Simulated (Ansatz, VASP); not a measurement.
## CdS in VASP and in Ansatz

Contents of POSCAR:

```
CdS
1.0
    0.0000000000      2.9392138883      2.9392138883
    2.9392138883      0.0000000000      2.9392138883
    2.9392138883      2.9392138883      0.0000000000
Cd S
1 1
Direct
    0.0000000000      0.0000000000      0.0000000000
    0.2500000000      0.2500000000      0.2500000000
```

Contents of INCAR.step1:

```
PREC     = Accurate       # precision mode
ENCUT    = 520            # plane-wave cutoff, eV
ISMEAR   = 0              # smearing method
SIGMA    = 0.05           # smearing width, eV
LREAL    = F              # projectors in reciprocal space
LASPH    = T              # aspherical terms in the spheres
NELM     = 100            # most SCF steps
NBANDS   = 16             # bands
GGA      = PE             # functional
ALGO     = Normal         # electronic algorithm
EDIFF    = 1E-4           # SCF threshold, eV
LWAVE    = T              # write WAVECAR
LCHARG   = F              # write CHGCAR
```

INCAR.step2

```
PREC     = Accurate       # precision mode
ENCUT    = 520            # plane-wave cutoff, eV
EDIFF    = 1E-6           # SCF threshold, eV
ISMEAR   = 0              # smearing method
SIGMA    = 0.05           # smearing width, eV
LREAL    = F              # projectors in reciprocal space
LASPH    = T              # aspherical terms in the spheres
NELM     = 100            # most SCF steps
ALGO     = Normal         # electronic algorithm
ISIF     = 2              # what is computed and relaxed
LWAVE    = F              # write WAVECAR
LCHARG   = F              # write CHGCAR
METAGGA  = R2SCAN         # meta-GGA
LMIXTAU  = T            
NBANDS   = 16             # bands
ISTART   = 1
```

Contents of KPOINTS:

```
regular mesh
0
Gamma
  6 6 6
```

Input for Ansatz:

```yaml
crystal:
  lattice:
    - [0.0, 2.9392138883, 2.9392138883]
    - [2.9392138883, 0.0, 2.9392138883]
    - [2.9392138883, 2.9392138883, 0.0]
  atoms:
    - { symbol: Cd, position: [0.0, 0.0, 0.0] }
    - { symbol: S, position: [0.25, 0.25, 0.25] }
kpoints:
  mp_grid: { grid: [6, 6, 6] }
hamiltonian:
  xc: r2scan
scf:
  occupations: { method: gaussian, width: 0.05 }
  n_extra_bands: 4
output:
  forces: true
  stress: true
  eigenvalues: true
```

Alike in both runs: task single point; functional r2SCAN; k mesh 6 × 6 × 6; occupations gaussian, width 0.05 eV; no spin polarisation.

|  | VASP | Ansatz |
| --- | --- | --- |
| version | VASP 6.6.1 | Ansatz 0.2.0 |
| potentials or method | VASP PAW PBE potentials, release 64 (Cd, S) | plane waves |
| plane-wave cutoff (eV) | 520 | 500 |
| valence electrons in the cell | 18 | 26 |

VASP gave:

| Quantity | Value |
| --- | --- |
| gap on the k mesh at the Fermi level (eV) | 1.54 |
| pressure (GPa) | 0.3 |

Question: Which values does Ansatz return?

Answer: gap on the k mesh at the Fermi level (eV): 1.54; pressure (GPa): 0.0.

VASP's potentials were made for PBE, not for r2SCAN. With one functional, cell and mesh, what is left measures potentials, basis and numerics. VASP's potentials hold 18 valence electrons a cell and Ansatz's 26, so a difference there can come from the potentials and not from the codes.
